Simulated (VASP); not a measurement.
Input of a VASP 6.6.1 run:

POSCAR

```
ScBe5
1.0
    4.5365604900      0.0000000000      0.0000000000
   -2.2682802500      3.9287766300      0.0000000000
    0.0000000000      0.0000000000      3.5303112100
Sc Be
1 5
Direct
    0.0000000000      0.0000000000      0.0000000000
    0.3333333333      0.6666666667      0.0000000000
    0.6666666667      0.3333333333      0.0000000000
    0.5000000000      0.0000000000      0.5000000000
    0.5000000000      0.5000000000      0.5000000000
    0.0000000000      0.5000000000      0.5000000000
```

The input INCAR.step1:

```
SYSTEM = ScBe5
  PREC = Accurate
  ENCUT = 520
  ISMEAR = 1
  SIGMA = 0.05
  LREAL = .False.
  LASPH = .True.
  NELM = 100
  NBANDS = 20
  GGA = PE
  ALGO = Normal
  EDIFF = 1E-4
  LWAVE = .True.
  LCHARG = .False.
```

File INCAR.step2:

```
SYSTEM = ScBe5
  PREC = Accurate
  ENCUT = 520
  EDIFF = 1E-6
  ISMEAR = 1
  SIGMA = 0.05
  LREAL = .False.
  LASPH = .True.
  NELM = 100
  ALGO = Normal
  ISIF = 2
  LWAVE = .False.
  LCHARG = .False.
  METAGGA = R2SCAN
  LMIXTAU = .True.
  NBANDS = 20
  ISTART = 1
```

Contents of KPOINTS:

```
regular mesh
0
Gamma
  7 7 7
  0 0 0
```

Potentials or basis: VASP PAW PBE potentials, release 64 (Sc_sv, Be).

Run with:

```bash
$ cat potpaw_PBE.64/Sc_sv/POTCAR potpaw_PBE.64/Be/POTCAR > POTCAR
$ cp INCAR.step1 INCAR
$ mpirun -np 1 vasp_std > vasp.out
$ cp INCAR.step2 INCAR
$ mpirun -np 1 vasp_std > vasp.out
```

(1) What does it give for the pressure?

## Answers

(1) -0.6 GPa.

Caveat: the PAW data sets were made with another functional, which shifts forces and pressure a little.
